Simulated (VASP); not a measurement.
# Ru (Pm-3n) in VASP: a series of runs

Ru is run at these levels: RPBE; tasks: single point.

All numbers are computed with VASP 6.6.1; they aren't measurements. Logs are shortened: lines on timing, memory, paths and dates and some standing lists are left out, and cuts for length are marked.

## 1. The cell of the first run

The structure is cubic, space group Pm-3n (No. 223). Conventional cell: a = 4.871 Å, b = 4.871 Å, c = 4.871 Å, α = 90.00°, β = 90.00°, γ = 90.00°. Within 3.6 Å of Ru (site symmetry m-3) lie 12 Ru at 2.72 Å. Within 3.2 Å of Ru (site symmetry -4m2) lie 14 Ru at 2.44 to 2.98 Å.

## 2. Single point, RPBE

Contents of INCAR:

```
PREC = Accurate
ENCUT = 520
EDIFF = 1E-7
ISMEAR = -1
SIGMA = 0.1
LREAL = False
LASPH = True
NELM = 80
ALGO = Normal
ISIF = 2
LWAVE = False
LCHARG = False
GGA = RP
NBANDS = 66
```

Contents of KPOINTS:

```
regular mesh
0
Gamma
  6 6 6
```

Contents of POSCAR:

```
Ru
1.0
    4.8710034911      0.0000000000      0.0000000000
    0.0000000000      4.8710034911      0.0000000000
    0.0000000000      0.0000000000      4.8710034911
Ru
8
Direct
    0.0000000000      1.0000000000      1.0000000000
    0.5000000000      0.5000000000      0.5000000000
    0.2500000000      0.0000000000      0.5000000000
    0.7500000000      0.0000000000      0.5000000000
    0.5000000000      0.2500000000      1.0000000000
    0.5000000000      0.7500000000      1.0000000000
    1.0000000000      0.5000000000      0.2500000000
    1.0000000000      0.5000000000      0.7500000000
```

Potentials or basis: VASP PAW PBE potentials, release 64 (Ru_pv).

Command:

```bash
$ cat potpaw_PBE.64/Ru_pv/POTCAR > POTCAR
$ mpirun -np 1 vasp_std > vasp.out
```

OUTCAR:

```text
PREC = Accurate
   ENCUT = 520
   EDIFF = 1E-7
   ISMEAR = -1
   LREAL = False
   LASPH = True
   NELM = 80
   ISIF = 2
   GGA = RP

 ion  position               nearest neighbor table
   1  0.000  0.000  0.000-   3 2.72   4 2.72   5 2.72   6 2.72   7 2.72   8 2.72   3 2.72   4 2.72
                             7 2.72   8 2.72   5 2.72   6 2.72
   2  0.500  0.500  0.500-   3 2.72   4 2.72   5 2.72   6 2.72   7 2.72   8 2.72   5 2.72   6 2.72
                             3 2.72   4 2.72   7 2.72   8 2.72
   3  0.250  0.000  0.500-   4 2.44   4 2.44   1 2.72   1 2.72   2 2.72   2 2.72   8 2.98   5 2.98
                             5 2.98   6 2.98   6 2.98   7 2.98   8 2.98   7 2.98
   4  0.750  0.000  0.500-   3 2.44   3 2.44   1 2.72   1 2.72   2 2.72   2 2.72   8 2.98   5 2.98
                             5 2.98   6 2.98   6 2.98   7 2.98   8 2.98   7 2.98
   5  0.500  0.250  0.000-   6 2.44   6 2.44   1 2.72   2 2.72   2 2.72   1 2.72   8 2.98   4 2.98
                             3 2.98   4 2.98   3 2.98   7 2.98   7 2.98   8 2.98
   6  0.500  0.750  0.000-   5 2.44   5 2.44   1 2.72   2 2.72   2 2.72   1 2.72   8 2.98   4 2.98
                             3 2.98   4 2.98   3 2.98   7 2.98   7 2.98   8 2.98
   7  0.000  0.500  0.250-   8 2.44   8 2.44   1 2.72   2 2.72   1 2.72   2 2.72   3 2.98   4 2.98
                             5 2.98   3 2.98   4 2.98   6 2.98   5 2.98   6 2.98
   8  0.000  0.500  0.750-   7 2.44   7 2.44   1 2.72   2 2.72   1 2.72   2 2.72   3 2.98   4 2.98
                             5 2.98   3 2.98   4 2.98   6 2.98   5 2.98   6 2.98

  LATTYP: Found a simple cubic cell.
 ALAT       =     4.8710034911

  Lattice vectors:

 A1 = (   4.8710034911,   0.0000000000,   0.0000000000)
 A2 = (   0.0000000000,   4.8710034911,   0.0000000000)
 A3 = (   0.0000000000,   0.0000000000,   4.8710034911)

Analysis of symmetry for initial positions (statically):
=====================================================================
 Subroutine PRICEL returns:
 Original cell was already a primitive cell.

 Routine SETGRP: Setting up the symmetry group for a
 simple cubic supercell.

 Subroutine GETGRP returns: Found 48 space group operations
 (whereof 24 operations were pure point group operations)
 out of a pool of 48 trial point group operations.

The static configuration has the point symmetry T_h .
 The point group associated with its full space group is O_h .

Analysis of symmetry for dynamics (positions and initial velocities):
=====================================================================
 Subroutine PRICEL returns:
 Original cell was already a primitive cell.

 Routine SETGRP: Setting up the symmetry group for a
 simple cubic supercell.

 Subroutine GETGRP returns: Found 48 space group operations
 (whereof 24 operations were pure point group operations)
 out of a pool of 48 trial point group operations.

The dynamic configuration has the point symmetry T_h .
 The point group associated with its full space group is O_h .

 Subroutine INISYM returns: Found 48 space group operations
 (whereof 24 operations are pure point group operations),
 and found     1 'primitive' translations

----------------------------------------------------------------------------------------

                                     Primitive cell

  volume of cell :     115.5727

  direct lattice vectors                    reciprocal lattice vectors
     4.871003491  0.000000000  0.000000000     0.205296507  0.000000000  0.000000000
     0.000000000  4.871003491  0.000000000     0.000000000  0.205296507  0.000000000
     0.000000000  0.000000000  4.871003491     0.000000000  0.000000000  0.205296507

  length of vectors
     4.871003491  4.871003491  4.871003491     0.205296507  0.205296507  0.205296507

  position of ions in fractional coordinates (direct lattice)
     0.000000000  0.000000000  0.000000000
     0.500000000  0.500000000  0.500000000
     0.250000000  0.000000000  0.500000000
     0.750000000  0.000000000  0.500000000
     0.500000000  0.250000000  0.000000000
     0.500000000  0.750000000  0.000000000
     0.000000000  0.500000000  0.250000000
     0.000000000  0.500000000  0.750000000

  ion indices of the primitive-cell ions
   primitive index   ion index
                 1           1
                 2           2
                 3           3
                 4           4
                 5           5
                 6           6
                 7           7
                 8           8

----------------------------------------------------------------------------------------

 KPOINTS: regular mesh

Automatic generation of k-mesh.
 Grid dimensions read from file:
 generate k-points for:    6    6    6

 Generating k-lattice:

  Cartesian coordinates                     Fractional coordinates (reciprocal lattice)
     0.034216084  0.000000000  0.000000000     0.166666667  0.000000000  0.000000000
     0.000000000  0.034216084  0.000000000     0.000000000  0.166666667  0.000000000
     0.000000000  0.000000000  0.034216084     0.000000000  0.000000000  0.166666667

  Length of vectors
     0.034216084  0.034216084  0.034216084

  Shift w.r.t. Gamma in fractional coordinates (k-lattice)
     0.000000000  0.000000000  0.000000000

 Subroutine IBZKPT returns following result:
 ===========================================

 Found     20 irreducible k-points:

 Following reciprocal coordinates:
            Coordinates               Weight
  0.000000  0.000000  0.000000      1.000000
  0.166667  0.000000  0.000000      6.000000
  0.333333  0.000000  0.000000      6.000000
  0.500000  0.000000  0.000000      3.000000
  0.166667  0.166667  0.000000     12.000000
  0.333333  0.166667  0.000000     24.000000
[... 12 lines left out ...]
  0.500000  0.500000  0.333333      6.000000
  0.500000  0.500000  0.500000      1.000000
   k-points           NKPTS =     20   k-points in BZ     NKDIM =     20   number of bands    NBANDS=     66
   number of dos      NEDOS =    301   number of ions     NIONS =      8
   total plane-waves  NPLWV =  46656
   dimension x,y,z NGX =    36 NGY =   36 NGZ =   36
   dimension x,y,z NGXF=    72 NGYF=   72 NGZF=   72
   ions per type =               8
   NGX,Y,Z   is equivalent  to a cutoff of  12.29, 12.29, 12.29 a.u.
   NGXF,Y,Z  is equivalent  to a cutoff of  24.57, 24.57, 24.57 a.u.
 SYSTEM =  unknown system
   PREC   = accura    normal or accurate (medium, high low for compatibility)
   ISTART =      0    job   : 0-new  1-cont  2-samecut
   ICHARG =      2    charge: 1-file 2-atom 10-const
   ISPIN  =      1    spin polarized calculation?
   LNONCOLLINEAR =      F non collinear calculations
   LSORBIT =      F    spin-orbit coupling
   LASPH  =      T    aspherical Exc in radial PAW
   ENCUT  =  520.0 eV  38.22 Ry    6.18 a.u.   9.06  9.06  9.06*2*pi/ulx,y,z
   NELM   =     80;   NELMIN=  2; NELMDL= -5     # of ELM steps
   EDIFF  = 0.1E-06   stopping-criterion for ELM
   LREAL  =      F    real-space projection
   EDIFFG = 0.1E-05   stopping-criterion for IOM
   NSW    =      0    number of steps for IOM
   IBRION =     -1    ionic relax: 0-MD 1-quasi-New 2-CG
   NFREE  =      0    steps in history (QN), initial steepest desc. (CG)
   ISIF   =      2    stress and relaxation
   ISYM   =      2    0-nonsym 1-usesym 2-fastsym
   POTIM  = 0.5000    time-step for ionic-motion
   TEBEG  =    0.0;   TEEND  =   0.0 temperature during run
   PSTRESS=    0.0 pullay stress
   NELECT =     112.0000    total number of electrons
   NUPDOWN=      -1.0000    fix difference up-down
   EMIN   =  10.00;   EMAX   =-10.00  energy-range for DOS
   EFERMI =   0.00;   METHOD = LEGACY
   ISMEAR =    -1;   SIGMA  =   0.10  broadening in eV -4-tet -1-fermi 0-gaus
   EFERMI_NEDOS =   21; number of points for ismear=-14 and -15
   IALGO  =     38    algorithm
   IMIX   =      4    mixing-type and parameters
     AMIX     =   0.40;   BMIX     =  1.00
     AMIX_MAG =   1.60;   BMIX_MAG =  1.00
  volume/ion in A,a.u.               =      14.45        97.49
  Fermi-wavevector in a.u.,A,eV,Ry     =   1.620052  3.061455 35.709440  2.624570
  Thomas-Fermi vector in A             =   2.714054
   LORBIT       =      0    0 simple, 1 ext, 2 COOP (PROOUT), +10 PAW based schemes
   GGA     = RP    functional components
   LHFCALC =     F    Hartree Fock is set to
   AEXX    =    0.0000 exact exchange contribution
   IVDW    =     0    specifies the selected vdW correction
   LEPSILON=     F    determine dielectric tensor
   LRPA    =     F    only Hartree local field effects (RPA)
 non-spin polarized calculation
  energy-cutoff  :      520.00
  volume of cell :      115.57
 maximum number of plane-waves:      3136
   NGX = 19   NGY = 19   NGZ = 19

 number of electron     112.0000095 magnetization

 Free energy of the ion-electron system (eV)
  ---------------------------------------------------
  ext. energy  EPLUGINS =         0.00000000
  ---------------------------------------------------
  free energy    TOTEN  =       -65.80436823 eV

  energy without entropy =      -65.42094754  energy(sigma->0) =      -65.61265789

 E-fermi :  11.9700     XC(G=0): -13.6365

 val. band max:       11.9673370934   @ k =   0.3333   0.3333   0.0000
 cond. band min:      11.9932622223   @ k =   0.3333   0.3333   0.1667
 fundamental gap:      0.0259251289
 Fermi energy:        11.9700283946

 k-point     1 :       0.0000    0.0000    0.0000
  band No.  band energies     occupation
      1     -31.9335      2.00000
      2     -31.9335      2.00000
      3     -31.8338      2.00000
      4     -31.3417      2.00000
      5     -31.3417      2.00000
      6     -31.3417      2.00000
[... 58 lines left out ...]
     65      13.4064      0.00000
     66      15.6470      0.00000

 k-point     2 :       0.1667    0.0000    0.0000
  band No.  band energies     occupation
      1     -31.9364      2.00000
      2     -31.9010      2.00000
      3     -31.7937      2.00000
      4     -31.3361      2.00000
      5     -31.3361      2.00000
      6     -31.2983      2.00000
[... 1231 lines left out ...]
     65      13.0434      0.00004
     66      13.5834      0.00000

 k-point    20 :       0.5000    0.5000    0.5000
  band No.  band energies     occupation
      1     -31.3563      2.00000
      2     -31.3563      2.00000
      3     -31.3563      2.00000
      4     -31.3563      2.00000
      5     -31.3563      2.00000
      6     -31.3563      2.00000
[... 58 lines left out ...]
     65      14.1302      0.00000
     66      14.1306      0.00000

------------------------ aborting loop because EDIFF is reached ----------------------------------------

  FORCE on cell =-STRESS in cart. coord.  units (eV):
  Direction    XX          YY          ZZ          XY          YZ          ZX
  --------------------------------------------------------------------------------------
  -------------------------------------------------------------------------------------
  Total       -0.0417491     -0.0417491     -0.0417491      0.0000000     -0.0000000      0.0000000
  in kB       -0.5787655     -0.5787655     -0.5787655      0.0000000     -0.0000000      0.0000000
  external PRESSURE =      -0.5787655 kB  Pullay stress =       0.0000000 kB

 VOLUME and BASIS-vectors are now :
 -----------------------------------------------------------------------------
  energy-cutoff  :      520.00
  volume of cell :      115.57
      direct lattice vectors                 reciprocal lattice vectors
     4.871003491  0.000000000  0.000000000     0.205296507  0.000000000  0.000000000
     0.000000000  4.871003491  0.000000000     0.000000000  0.205296507  0.000000000
     0.000000000  0.000000000  4.871003491     0.000000000  0.000000000  0.205296507

 POSITION                                       TOTAL-FORCE (eV/Angst)
 -----------------------------------------------------------------------------------
      0.00000      0.00000      0.00000         0.000000      0.000000     -0.000000
      2.43550      2.43550      2.43550         0.000000      0.000000     -0.000000
      1.21775      0.00000      2.43550         0.000000     -0.000000      0.000000
      3.65325      0.00000      2.43550        -0.000000     -0.000000      0.000000
      2.43550      1.21775      0.00000        -0.000000      0.000000      0.000000
      2.43550      3.65325      0.00000        -0.000000      0.000000     -0.000000
      0.00000      2.43550      1.21775         0.000000     -0.000000      0.000000
      0.00000      2.43550      3.65325        -0.000000      0.000000     -0.000000
 -----------------------------------------------------------------------------------
    total drift:                                0.000000      0.000000     -0.000000

  FREE ENERGIE OF THE ION-ELECTRON SYSTEM (eV)
  ---------------------------------------------------
  free  energy   TOTEN  =       -65.8043682329 eV

  energy  without entropy=      -65.4209475386  energy(sigma->0) =      -65.61265789
```

It took 2.4 min on 1 thread of AMD EPYC 7R13 (Zen 3), shared host; peak memory 0.23 GiB.

What came out:

* Free energy: -65.8044 eV
* Pressure: -0.1 GPa
* Band gap on the k mesh: zero (band 56 reaches 12.54 eV, above the bottom of band 57 at 11.71 eV)

Levels at points of the mesh, in eV from the Fermi level:
| k point | band 53 | band 54 | band 55 | band 56 | band 57 | band 58 | band 59 | band 60 |
| --- | --- | --- | --- | --- | --- | --- | --- | --- |
| (0.00, 0.00, 0.00) | -0.61 | -0.61 | -0.61 | -0.26 | -0.26 | 0.28 | 0.28 | 0.94 |
| (0.50, 0.00, 0.00) | -0.99 | -0.99 | -0.26 | -0.26 | 0.36 | 0.36 | 0.49 | 0.49 |
| (0.50, 0.50, 0.00) | -0.32 | -0.21 | -0.20 | 0.00 | 0.00 | 0.03 | 0.53 | 0.53 |
| (0.50, 0.50, 0.50) | -0.94 | -0.94 | 0.57 | 0.57 | 0.57 | 0.57 | 0.57 | 0.57 |

Caveat: the PAW data sets were made with another functional, which shifts forces and pressure a little.

## 3. Single point, RPBE

Contents of INCAR:

```
SYSTEM = Ru
PREC = Accurate ; ENCUT = 520
EDIFF = 1E-6 ; ISMEAR = -1
SIGMA = 0.1 ; LREAL = .FALSE.
LASPH = .TRUE. ; NELM = 80
ALGO = Normal ; ISIF = 2
LWAVE = .FALSE. ; LCHARG = .FALSE.
GGA = RP ; NBANDS = 66
```

Contents of KPOINTS:

```
Automatic mesh
0
G
  7 7 7
  0 0 0
```

POSCAR is that of step 2.

Potentials or basis: VASP PAW PBE potentials, release 64 (Ru_pv).

Command:

```bash
$ cat potpaw_PBE.64/Ru_pv/POTCAR > POTCAR
$ mpirun -np 1 vasp_std > vasp.out
```

Run time: 2.1 min. Hardware: 1 thread of AMD EPYC 7R13 (Zen 3), shared host; peak memory 0.23 GiB.

The run converged. Its results:

```
Free energy            : -65.8766 eV
Pressure               : -0.2 GPa
Band gap on the k mesh : zero (band 56 reaches 12.20 eV, above the bottom of band 57 at 11.72 eV)
```

Levels at points of the mesh, in eV from the Fermi level:
```csv
k point,band 53,band 54,band 55,band 56,band 57,band 58,band 59,band 60
"(0.00, 0.00, 0.00)",-0.61,-0.61,-0.61,-0.25,-0.25,0.28,0.28,0.94
```

Caveat: the PAW data sets were made with another functional, which shifts forces and pressure a little.
